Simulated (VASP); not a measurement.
# Pb (Pm-3m) in VASP: further runs, part 2 of 2

VASP 6.6.1.

## Step 4: Single point, LDA (volume scaled by 0.96)

The input, INCAR:

```
SYSTEM = Pb
PREC = Accurate
ENCUT = 520
EDIFF = 1E-6
ISMEAR = -1
SIGMA = 0.1
LREAL = .FALSE.
LASPH = .TRUE.
NELM = 60
ALGO = Normal
ISIF = 2
LWAVE = .FALSE.
LCHARG = .TRUE.
LELF = .TRUE.
LVHAR = .TRUE.
NBANDS = 13
```

The input, KPOINTS:

```
regular mesh
0
G
  11 11 11
  0 0 0
```

The input, POSCAR:

```
Pb
1.0
    3.1027200581      0.0000000000      0.0000000000
    0.0000000000      3.1027200581      0.0000000000
    0.0000000000      0.0000000000      3.1027200581
Pb
1
Direct
    0.0000000000      0.0000000000      0.0000000000
```

Potentials or basis: VASP PAW LDA potentials, release 64 (Pb_d).

Started as:

```
$ cat potpaw_LDA.64/Pb_d/POTCAR > POTCAR
$ mpirun -np 1 vasp_std > vasp.out
```

OUTCAR:

```text
SYSTEM = Pb
   PREC = Accurate
   ENCUT = 520
   EDIFF = 1E-6
   ISMEAR = -1
   LREAL = .FALSE.
   LASPH = .TRUE.
   NELM = 60
   ISIF = 2

 ion  position               nearest neighbor table
   1  0.000  0.000  0.000-

  LATTYP: Found a simple cubic cell.
 ALAT       =     3.1027200581

  Lattice vectors:

 A1 = (   3.1027200581,   0.0000000000,   0.0000000000)
 A2 = (   0.0000000000,   3.1027200581,   0.0000000000)
 A3 = (   0.0000000000,   0.0000000000,   3.1027200581)

Analysis of symmetry for initial positions (statically):
=====================================================================
 Subroutine PRICEL returns:
 Original cell was already a primitive cell.

 Routine SETGRP: Setting up the symmetry group for a
 simple cubic supercell.

 Subroutine GETGRP returns: Found 48 space group operations
 (whereof 48 operations were pure point group operations)
 out of a pool of 48 trial point group operations.

The static configuration has the point symmetry O_h .

Analysis of symmetry for dynamics (positions and initial velocities):
=====================================================================
 Subroutine PRICEL returns:
[... 160 lines left out ...]
 Fermi energy:         6.8952744535

 k-point     1 :       0.0000    0.0000    0.0000
  band No.  band energies     occupation
      1     -10.4369      2.00000
      2     -10.4369      2.00000
      3      -9.6196      2.00000
      4      -9.6196      2.00000
      5      -9.6196      2.00000
      6      -5.0624      2.00000
      7      12.2854      0.00000
      8      12.2854      0.00000
      9      12.2854      0.00000
     10      15.7196      0.00000
     11      16.9860      0.00000
     12      16.9860      0.00000
     13      25.5682      0.00000
[... 354 lines left out ...]
  band No.  band energies     occupation
      1     -10.3383      2.00000
      2     -10.0699      2.00000
      3      -9.7717      2.00000
      4      -9.7671      2.00000
      5      -9.6446      2.00000
      6      -3.6205      2.00000
      7       6.2876      1.99542
      8      12.0603      0.00000
      9      12.2585      0.00000
     10      18.5185      0.00000
     11      18.6009      0.00000
     12      21.1668      0.00000
     13      21.1787      0.00000

 [... further k-points ...]
[... 5 lines left out ...]
  --------------------------------------------------------------------------------------
  -------------------------------------------------------------------------------------
  Total        0.4631224      0.4631224      0.4631224     -0.0000000      0.0000000      0.0000000
  in kB       24.8415430     24.8415430     24.8415430     -0.0000000      0.0000000      0.0000000
  external PRESSURE =      24.8415430 kB  Pullay stress =       0.0000000 kB

 VOLUME and BASIS-vectors are now :
 -----------------------------------------------------------------------------
  energy-cutoff  :      520.00
  volume of cell :       29.87
      direct lattice vectors                 reciprocal lattice vectors
     3.102720058  0.000000000  0.000000000     0.322297849  0.000000000  0.000000000
     0.000000000  3.102720058  0.000000000     0.000000000  0.322297849  0.000000000
     0.000000000  0.000000000  3.102720058     0.000000000  0.000000000  0.322297849

 POSITION                                       TOTAL-FORCE (eV/Angst)
 -----------------------------------------------------------------------------------
      0.00000      0.00000      0.00000         0.000000      0.000000      0.000000
 -----------------------------------------------------------------------------------
    total drift:                                0.000000      0.000000      0.000000

  FREE ENERGIE OF THE ION-ELECTRON SYSTEM (eV)
  ---------------------------------------------------
  free  energy   TOTEN  =        -4.0739478092 eV

  energy  without entropy=       -4.0536198221  energy(sigma->0) =       -4.06378382
```

stdout:

```text
POSCAR found type information on POSCAR Pb
 POSCAR found :  1 types and       1 ions
 scaLAPACK will be used
 LDA part: xc-table for (Slater(with rela. corr.)+CA(PZ))
 , standard interpolation
 POSCAR, INCAR and KPOINTS ok, starting setup
 FFT: planning ... GRIDC
 FFT: planning ... GRID_SOFT
 FFT: planning ... GRID
 WAVECAR not read
 entering main loop
```

Wall time 16 s (1 thread of AMD EPYC 7R43 (Zen 3), shared host); peak memory 0.1 GiB.

What came out:

```yaml
Free_energy: -4.0739 eV
Pressure: 2.5 GPa
Band_gap_on_the_k_mesh: zero (band 7 reaches 12.29 eV, above the bottom of band 8 at 5.02 eV)
```

Levels at points of the mesh, in eV from the Fermi level:
| k point | band 4 | band 5 | band 6 | band 7 | band 8 | band 9 | band 10 | band 11 |
| --- | --- | --- | --- | --- | --- | --- | --- | --- |
| (0.00, 0.00, 0.00) | -16.51 | -16.51 | -11.96 | 5.39 | 5.39 | 5.39 | 8.82 | 10.09 |

Caveat: the cell differs from its parent crystal (volume scaled by 0.96); spin-orbit coupling is left out, which moves the levels of the heavy elements.

## Step 5: Single point, LDA

This run uses another cell than the first one, of 31.11 Å³/atom, 1.136 times its volume.

The input, INCAR:

```
PREC = Accurate
ENCUT = 520
EDIFF = 1E-6
ISMEAR = -1
SIGMA = 0.1
LREAL = False
LASPH = True
NELM = 60
ALGO = Normal
ISIF = 2
LWAVE = False
LCHARG = True
LELF = True
LVHAR = True
NBANDS = 13
```

The input, KPOINTS:

```
Automatic mesh
0
Gamma
  10 10 10
```

The input, POSCAR:

```
Pb
1.0
    3.1452283548      0.0000000000      0.0000000000
    0.0000000000      3.1452283548      0.0000000000
    0.0000000000      0.0000000000      3.1452283548
Pb
1
Direct
    0.0000000000      0.0000000000      0.0000000000
```

Started as:

```
$ cat potpaw_LDA.64/Pb_d/POTCAR > POTCAR
$ mpirun -np 1 vasp_std > vasp.out
```

Wall time 22 s (1 thread of AMD EPYC 7R43 (Zen 3), shared host); peak memory 0.1 GiB.

The run converged. Its results:

| Quantity | Value |
| --- | --- |
| Free energy | -4.1025 eV |
| Pressure | 0.0 GPa |
| Band gap on the k mesh | zero (band 7 reaches 11.67 eV, above the bottom of band 8 at 4.48 eV) |

Levels at points of the mesh, in eV from the Fermi level:
```
           k point  band 5  band 6  band 7  band 8  band 9  band 10
(0.00, 0.00, 0.00)  -16.54  -11.71    5.21    5.21    5.21     8.50
(0.50, 0.00, 0.00)  -16.53   -8.97   -4.31    7.76    7.76    11.00
(0.50, 0.50, 0.00)  -16.32   -6.33   -1.99   -1.99    3.58    10.65
(0.50, 0.50, 0.50)  -16.30   -3.59    0.26    0.26    0.26     6.67
```

Caveat: spin-orbit coupling is left out, which moves the levels of the heavy elements.

## Step 6: Summary

```csv
cell,k mesh,gap on the mesh (eV),pressure (GPa)
"a = 3.014 Å, 1 atom",11 × 11 × 11,none,8.8
"a = 3.059 Å, 1 atom",11 × 11 × 11,none,5.3
"a = 3.103 Å, 1 atom",11 × 11 × 11,none,2.5
"a = 3.145 Å, 1 atom",10 × 10 × 10,none,0.0
```

Alike in all rows: task single point; level LDA; potentials or basis VASP PAW LDA potentials, release 64 (Pb_d); no spin polarisation; cutoff (eV) 520; smearing fermi-dirac 0.1 eV.

Caveats: spin-orbit coupling is left out, which moves the levels of the heavy elements.

Total energies depend on the potentials used, so only differences within one code and one set of settings carry meaning.
